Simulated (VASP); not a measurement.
# InAs (zincblende type) (F-43m) in VASP: notebook

The runs below take InAs (zincblende type) through single point, relaxation of cell and atoms, with PBE.

All numbers are computed with VASP 6.6.1; they aren't measurements. Logs are shortened: lines on timing, memory, paths and dates and some standing lists are left out, and cuts for length are marked.

**1. The cell of the first run**

The structure is cubic, space group F-43m (No. 216). Conventional cell: a = 6.187 Å, b = 6.187 Å, c = 6.187 Å, α = 90.00°, β = 90.00°, γ = 90.00°. Within 3.5 Å of In (site symmetry -43m) lie 4 As at 2.68 Å. As (site symmetry -43m) has 4 In at 2.68 Å within 3.5 Å.

**2. Single point, PBE**

Contents of INCAR:

```
  PREC = Accurate
  ENCUT = 500
  EDIFF = 1E-6
  ISMEAR = -1
  SIGMA = 0.02
  LREAL = False
  LASPH = True
  NELM = 120
  ALGO = Normal
  ISIF = 2
  LWAVE = False
  LCHARG = False
  GGA = PE
  NBANDS = 16
  GGA_COMPAT = False
```

Contents of KPOINTS:

```
Automatic mesh
0
Gamma
  9 9 9
```

Contents of POSCAR:

```
InAs
1.0
    0.0000000000      3.0934757629      3.0934757629
    3.0934757629      0.0000000000      3.0934757629
    3.0934757629      3.0934757629      0.0000000000
In As
1 1
Direct
    0.0000000000      0.0000000000      0.0000000000
    0.2500000000      0.2500000000      0.2500000000
```

Potentials or basis: VASP PAW PBE potentials, release 64 (In_d, As).

The run is started by

```console
> cat potpaw_PBE.64/In_d/POTCAR potpaw_PBE.64/As/POTCAR > POTCAR
> mpirun -np 1 vasp_std > vasp.out
```

OUTCAR:

```text
PREC = Accurate
   ENCUT = 500
   EDIFF = 1E-6
   ISMEAR = -1
   LREAL = False
   LASPH = True
   NELM = 120
   ISIF = 2
   GGA = PE

 ion  position               nearest neighbor table
   1  0.000  0.000  0.000-   2 2.68   2 2.68   2 2.68   2 2.68
   2  0.250  0.250  0.250-   1 2.68   1 2.68   1 2.68   1 2.68

  LATTYP: Found a face centered cubic cell.
 ALAT       =     6.1869515258

  Lattice vectors:

 A1 = (   0.0000000000,   3.0934757629,   3.0934757629)
 A2 = (   3.0934757629,   0.0000000000,   3.0934757629)
 A3 = (   3.0934757629,   3.0934757629,   0.0000000000)

Analysis of symmetry for initial positions (statically):
=====================================================================
 Subroutine PRICEL returns:
 Original cell was already a primitive cell.

 Routine SETGRP: Setting up the symmetry group for a
 face centered cubic supercell.

 Subroutine GETGRP returns: Found 24 space group operations
 (whereof 24 operations were pure point group operations)
 out of a pool of 48 trial point group operations.

The static configuration has the point symmetry T_d .

Analysis of symmetry for dynamics (positions and initial velocities):
=====================================================================
 Subroutine PRICEL returns:
 Original cell was already a primitive cell.

 Routine SETGRP: Setting up the symmetry group for a
 face centered cubic supercell.

 Subroutine GETGRP returns: Found 24 space group operations
 (whereof 24 operations were pure point group operations)
 out of a pool of 48 trial point group operations.

The dynamic configuration has the point symmetry T_d .

 Subroutine INISYM returns: Found 24 space group operations
 (whereof 24 operations are pure point group operations),
 and found     1 'primitive' translations

----------------------------------------------------------------------------------------

                                     Primitive cell

  volume of cell :      59.2066

  direct lattice vectors                    reciprocal lattice vectors
     0.000000000  3.093475763  3.093475763    -0.161630489  0.161630489  0.161630489
     3.093475763  0.000000000  3.093475763     0.161630489 -0.161630489  0.161630489
     3.093475763  3.093475763  0.000000000     0.161630489  0.161630489 -0.161630489

  length of vectors
     4.374835379  4.374835379  4.374835379     0.279952219  0.279952219  0.279952219

  position of ions in fractional coordinates (direct lattice)
     0.000000000  0.000000000  0.000000000
     0.250000000  0.250000000  0.250000000

  ion indices of the primitive-cell ions
   primitive index   ion index
                 1           1
                 2           2

----------------------------------------------------------------------------------------

 KPOINTS: Automatic mesh

Automatic generation of k-mesh.
 Grid dimensions read from file:
 generate k-points for:    9    9    9

 Generating k-lattice:

  Cartesian coordinates                     Fractional coordinates (reciprocal lattice)
    -0.017958943  0.017958943  0.017958943     0.111111111  0.000000000  0.000000000
     0.017958943 -0.017958943  0.017958943     0.000000000  0.111111111  0.000000000
     0.017958943  0.017958943 -0.017958943     0.000000000  0.000000000  0.111111111

  Length of vectors
     0.031105802  0.031105802  0.031105802

  Shift w.r.t. Gamma in fractional coordinates (k-lattice)
     0.000000000  0.000000000  0.000000000

 Subroutine IBZKPT returns following result:
 ===========================================

 Found     35 irreducible k-points:

 Following reciprocal coordinates:
            Coordinates               Weight
  0.000000  0.000000  0.000000      1.000000
  0.111111  0.000000  0.000000      8.000000
  0.222222  0.000000  0.000000      8.000000
  0.333333  0.000000  0.000000      8.000000
  0.444444  0.000000  0.000000      8.000000
  0.111111  0.111111  0.000000      6.000000
[... 16 lines left out ...]
 -0.333333  0.333333  0.000000     12.000000
  0.444444  0.444444  0.000000      6.000000
 [... further k-points ...]
   k-points           NKPTS =     35   k-points in BZ     NKDIM =     35   number of bands    NBANDS=     16
   number of dos      NEDOS =    301   number of ions     NIONS =      2
   total plane-waves  NPLWV =  32768
   dimension x,y,z NGX =    32 NGY =   32 NGZ =   32
   dimension x,y,z NGXF=    64 NGYF=   64 NGZF=   64
   ions per type =               1   1
   NGX,Y,Z   is equivalent  to a cutoff of  12.16, 12.16, 12.16 a.u.
   NGXF,Y,Z  is equivalent  to a cutoff of  24.32, 24.32, 24.32 a.u.
 SYSTEM =  unknown system
   PREC   = accura    normal or accurate (medium, high low for compatibility)
   ISTART =      0    job   : 0-new  1-cont  2-samecut
   ICHARG =      2    charge: 1-file 2-atom 10-const
   ISPIN  =      1    spin polarized calculation?
   LNONCOLLINEAR =      F non collinear calculations
   LSORBIT =      F    spin-orbit coupling
   LASPH  =      T    aspherical Exc in radial PAW
   ENCUT  =  500.0 eV  36.75 Ry    6.06 a.u.   7.98  7.98  7.98*2*pi/ulx,y,z
   NELM   =    120;   NELMIN=  2; NELMDL= -5     # of ELM steps
   EDIFF  = 0.1E-05   stopping-criterion for ELM
   LREAL  =      F    real-space projection
   EDIFFG = 0.1E-04   stopping-criterion for IOM
   NSW    =      0    number of steps for IOM
   IBRION =     -1    ionic relax: 0-MD 1-quasi-New 2-CG
   NFREE  =      0    steps in history (QN), initial steepest desc. (CG)
   ISIF   =      2    stress and relaxation
   ISYM   =      2    0-nonsym 1-usesym 2-fastsym
   POTIM  = 0.5000    time-step for ionic-motion
   TEBEG  =    0.0;   TEEND  =   0.0 temperature during run
   PSTRESS=    0.0 pullay stress
   NELECT =      18.0000    total number of electrons
   NUPDOWN=      -1.0000    fix difference up-down
   EMIN   =  10.00;   EMAX   =-10.00  energy-range for DOS
   EFERMI =   0.00;   METHOD = LEGACY
   ISMEAR =    -1;   SIGMA  =   0.02  broadening in eV -4-tet -1-fermi 0-gaus
   EFERMI_NEDOS =   21; number of points for ismear=-14 and -15
   IALGO  =     38    algorithm
   IMIX   =      4    mixing-type and parameters
     AMIX     =   0.40;   BMIX     =  1.00
     AMIX_MAG =   1.60;   BMIX_MAG =  1.00
  volume/ion in A,a.u.               =      29.60       199.77
  Fermi-wavevector in a.u.,A,eV,Ry     =   1.100801  2.080213 16.487045  1.211764
  Thomas-Fermi vector in A             =   2.237218
   LORBIT       =      0    0 simple, 1 ext, 2 COOP (PROOUT), +10 PAW based schemes
   GGA     = PE    functional components
   LHFCALC =     F    Hartree Fock is set to
   AEXX    =    0.0000 exact exchange contribution
   IVDW    =     0    specifies the selected vdW correction
   LEPSILON=     F    determine dielectric tensor
   LRPA    =     F    only Hartree local field effects (RPA)
 non-spin polarized calculation
  energy-cutoff  :      500.00
  volume of cell :       59.21
 maximum number of plane-waves:      1516
   NGX = 15   NGY = 15   NGZ = 15

 number of electron      18.0000010 magnetization

 Free energy of the ion-electron system (eV)
  ---------------------------------------------------
  ext. energy  EPLUGINS =         0.00000000
  ---------------------------------------------------
  free energy    TOTEN  =        -7.71823667 eV

  energy without entropy =       -7.71812786  energy(sigma->0) =       -7.71818227

 E-fermi :   3.8534     XC(G=0):  -8.7953

 val. band max:        3.8392963870   @ k =   0.0000   0.0000   0.0000
 cond. band min:       4.6556296623   @ k =   0.1111   0.0000   0.0000
 fundamental gap:      0.8163332753
 Fermi energy:         3.8534310785

 k-point     1 :       0.0000    0.0000    0.0000
  band No.  band energies     occupation
      1     -10.4281      2.00000
      2     -10.4281      2.00000
      3     -10.4281      2.00000
      4     -10.3284      2.00000
      5     -10.3284      2.00000
      6      -7.6010      2.00000
[... 8 lines left out ...]
     15      13.3436      0.00000
     16      13.3436      0.00000

 k-point     2 :       0.1111    0.0000    0.0000
  band No.  band energies     occupation
      1     -10.4397      2.00000
      2     -10.4244      2.00000
      3     -10.4244      2.00000
      4     -10.3284      2.00000
      5     -10.3284      2.00000
      6      -7.4883      2.00000
[... 8 lines left out ...]
     15      12.6286      0.00000
     16      12.6286      0.00000

 k-point     3 :       0.2222    0.0000    0.0000
  band No.  band energies     occupation
      1     -10.4682      2.00000
      2     -10.4159      2.00000
      3     -10.4159      2.00000
      4     -10.3278      2.00000
      5     -10.3278      2.00000
      6      -7.1738      2.00000
[... 8 lines left out ...]
     15      12.2609      0.00000
     16      12.2609      0.00000

 k-point     4 :       0.3333    0.0000    0.0000
  band No.  band energies     occupation
      1     -10.4989      2.00000
      2     -10.4079      2.00000
      3     -10.4079      2.00000
      4     -10.3253      2.00000
      5     -10.3253      2.00000
      6      -6.7424      2.00000
[... 8 lines left out ...]
     15      12.7710      0.00000
     16      12.7710      0.00000

 k-point     5 :       0.4444    0.0000    0.0000
  band No.  band energies     occupation
      1     -10.5181      2.00000
      2     -10.4038      2.00000
      3     -10.4038      2.00000
      4     -10.3225      2.00000
      5     -10.3225      2.00000
      6      -6.3894      2.00000
[... 8 lines left out ...]
     15      13.9474      0.00000
     16      13.9474      0.00000

 k-point     6 :       0.1111    0.1111    0.0000
  band No.  band energies     occupation
      1     -10.4475      2.00000
      2     -10.4209      2.00000
      3     -10.4209      2.00000
      4     -10.3310      2.00000
      5     -10.3263      2.00000
      6      -7.4508      2.00000
[... 8 lines left out ...]
     15      12.0921      0.00000
     16      13.4762      0.00000

 k-point     7 :       0.2222    0.1111    0.0000
  band No.  band energies     occupation
      1     -10.4709      2.00000
      2     -10.4137      2.00000
      3     -10.4121      2.00000
      4     -10.3332      2.00000
      5     -10.3243      2.00000
      6      -7.2032      2.00000
[... 8 lines left out ...]
     15      12.9759      0.00000
     16      13.1774      0.00000

 k-point     8 :       0.3333    0.1111    0.0000
  band No.  band energies     occupation
      1     -10.4984      2.00000
      2     -10.4068      2.00000
      3     -10.4035      2.00000
      4     -10.3326      2.00000
      5     -10.3220      2.00000
      6      -6.8055      2.00000
[... 8 lines left out ...]
     15      12.9421      0.00000
     16      13.4250      0.00000

 k-point     9 :       0.4444    0.1111    0.0000
  band No.  band energies     occupation
      1     -10.5189      2.00000
      2     -10.4023      2.00000
      3     -10.3989      2.00000
      4     -10.3287      2.00000
      5     -10.3207      2.00000
      6      -6.4076      2.00000
[... 8 lines left out ...]
     15      13.4521      0.00000
     16      14.3447      0.00000
[... 172 lines left out ...]
 k-point    19 :      -0.2222    0.2222    0.0000
  band No.  band energies     occupation
      1     -10.5090      2.00000
      2     -10.4012      2.00000
      3     -10.4009      2.00000
      4     -10.3308      2.00000
      5     -10.3248      2.00000
      6      -6.5889      2.00000
[... 8 lines left out ...]
     15      13.6132      0.00000
     16      14.4937      0.00000

 k-point    20 :       0.3333    0.3333    0.0000
  band No.  band energies     occupation
      1     -10.5384      2.00000
      2     -10.3810      2.00000
      3     -10.3810      2.00000
      4     -10.3488      2.00000
      5     -10.3149      2.00000
      6      -6.4467      2.00000
[... 8 lines left out ...]
     15      14.4642      0.00000
     16      15.7160      0.00000

 k-point    21 :       0.4444    0.3333    0.0000
  band No.  band energies     occupation
      1     -10.5522      2.00000
      2     -10.3766      2.00000
      3     -10.3742      2.00000
      4     -10.3500      2.00000
      5     -10.3137      2.00000
      6      -6.1363      2.00000
[... 8 lines left out ...]
     15      14.9861      0.00000
     16      15.4153      0.00000

 k-point    22 :      -0.4444    0.3333    0.0000
  band No.  band energies     occupation
      1     -10.5528      2.00000
      2     -10.3812      2.00000
      3     -10.3738      2.00000
      4     -10.3449      2.00000
      5     -10.3168      2.00000
      6      -5.9288      2.00000
[... 8 lines left out ...]
     15      14.1224      0.00000
     16      15.6881      0.00000

 k-point    23 :      -0.3333    0.3333    0.0000
  band No.  band energies     occupation
      1     -10.5426      2.00000
      2     -10.3893      2.00000
      3     -10.3800      2.00000
      4     -10.3366      2.00000
      5     -10.3227      2.00000
      6      -5.9731      2.00000
[... 8 lines left out ...]
     15      12.9030      0.00000
     16      16.1883      0.00000

 k-point    24 :       0.4444    0.4444    0.0000
  band No.  band energies     occupation
      1     -10.5660      2.00000
      2     -10.3667      2.00000
      3     -10.3667      2.00000
      4     -10.3558      2.00000
      5     -10.3109      2.00000
      6      -5.9463      2.00000
[... 8 lines left out ...]
     15      15.0650      0.00000
     16      15.7021      0.00000

 [... further k-points ...]

------------------------ aborting loop because EDIFF is reached ----------------------------------------

  FORCE on cell =-STRESS in cart. coord.  units (eV):
  Direction    XX          YY          ZZ          XY          YZ          ZX
  --------------------------------------------------------------------------------------
  -------------------------------------------------------------------------------------
  Total        0.0140628      0.0140628      0.0140628     -0.0000000     -0.0000000     -0.0000000
  in kB        0.3805516      0.3805516      0.3805516     -0.0000000     -0.0000000     -0.0000000
  external PRESSURE =       0.3805516 kB  Pullay stress =       0.0000000 kB

 VOLUME and BASIS-vectors are now :
 -----------------------------------------------------------------------------
  energy-cutoff  :      500.00
  volume of cell :       59.21
      direct lattice vectors                 reciprocal lattice vectors
     0.000000000  3.093475763  3.093475763    -0.161630489  0.161630489  0.161630489
     3.093475763  0.000000000  3.093475763     0.161630489 -0.161630489  0.161630489
     3.093475763  3.093475763  0.000000000     0.161630489  0.161630489 -0.161630489

 POSITION                                       TOTAL-FORCE (eV/Angst)
 -----------------------------------------------------------------------------------
      0.00000      0.00000      0.00000         0.000000      0.000000      0.000000
      1.54674      1.54674      1.54674        -0.000000     -0.000000     -0.000000
 -----------------------------------------------------------------------------------
    total drift:                               -0.000000     -0.000000      0.000000

  FREE ENERGIE OF THE ION-ELECTRON SYSTEM (eV)
  ---------------------------------------------------
  free  energy   TOTEN  =        -7.7182366731 eV

  energy  without entropy=       -7.7181278637  energy(sigma->0) =       -7.71818227
```

Wall time 28 s (1 thread of Intel Xeon 6975P-C, shared host); peak memory 0.19 GiB.

What came out:

* Free energy: -7.7182 eV
* Pressure: 0.0 GPa
* Band gap on the k mesh: zero (filled and empty bands touch)

Levels at points of the mesh, in eV from the Fermi level:
```csv
k point,band 7,band 8,band 9,band 10,band 11,band 12
"(0.00, 0.00, 0.00)",-0.56,-0.01,-0.01,-0.01,3.86,3.86
```

Caveat: spin-orbit coupling is left out, which moves the levels of the heavy elements.

**3. Relaxation of cell and atoms, PBE**

This run uses another cell than the first one, of 30.00 Å³/atom, 1.013 times its volume.

Contents of INCAR:

```
SYSTEM = InAs
PREC = Accurate ; ENCUT = 500
EDIFF = 1E-7 ; ISMEAR = -1
SIGMA = 0.02 ; LREAL = .False.
LASPH = .True. ; NELM = 120
ALGO = Normal ; ISIF = 3
LWAVE = .False. ; LCHARG = .False.
GGA = PE ; IBRION = 2
NSW = 60 ; EDIFFG = -0.005
GGA_COMPAT = .False. ; NELMIN = 4
```

Contents of KPOINTS:

```
Automatic mesh
0
Gamma
  9 9 9
  0 0 0
```

Contents of POSCAR:

```
InAs
1.0
    0.0000000000      3.1072325060      3.1072325060
    3.1072325060      0.0000000000      3.1072325060
    3.1072325060      3.1072325060      0.0000000000
In As
1 1
Direct
    0.0000000000      0.0000000000      0.0000000000
    0.2500000000      0.2500000000      0.2500000000
```

Potentials or basis: VASP PAW PBE potentials, release 64 (In_d, As).

The run is started by

```console
> cat potpaw_PBE.64/In_d/POTCAR potpaw_PBE.64/As/POTCAR > POTCAR
> mpirun -np 1 vasp_std > vasp.out
```

Wall time 50 s (1 thread of Intel Xeon 6975P-C, shared host); peak memory 0.2 GiB.

The run converged. Its results:

| Property | Result |
| --- | --- |
| Free energy | -7.7184 eV |
| Relaxed volume | 29.63 Å³/atom |
| Relaxed cell | a = 4.376 Å, b = 4.376 Å, c = 4.376 Å, α = 60.00°, β = 60.00°, γ = 60.00° |
| Space group after relaxing (to 0.05 Å) | F-43m (No. 216) |
| Energy gained by relaxing | 0.7 meV/atom |
| Ionic steps | 3 |
| Pressure after relaxing | 0.0 GPa |
| Band gap on the k mesh | zero (filled and empty bands touch) |

The path:
| step | energy change (eV) | largest force (eV/Å) | pressure (GPa) | volume (Å³) |
| --- | --- | --- | --- | --- |
| 1 | 0.0000 | 0.0000 | -0.59 | 60.00 |
| 2 | -0.0013 | 0.0000 | 0.18 | 59.05 |
| 3 | -0.0014 | 0.0000 | 0.00 | 59.25 |

Final structure:
```xyz
2
Lattice="0.0000 3.0943 3.0943 3.0943 0.0000 3.0943 3.0943 3.0943 0.0000" Properties=species:S:1:pos:R:3 pbc="T T T"
In    0.0000    0.0000    0.0000
As    1.5472    1.5472    1.5472
```

Levels at points of the mesh, in eV from the Fermi level:
```csv
k point,band 7,band 8,band 9,band 10,band 11,band 12
"(0.00, 0.00, 0.00)",-0.56,-0.01,-0.01,-0.01,3.86,3.86
```

Caveat: spin-orbit coupling is left out, which moves the levels of the heavy elements.
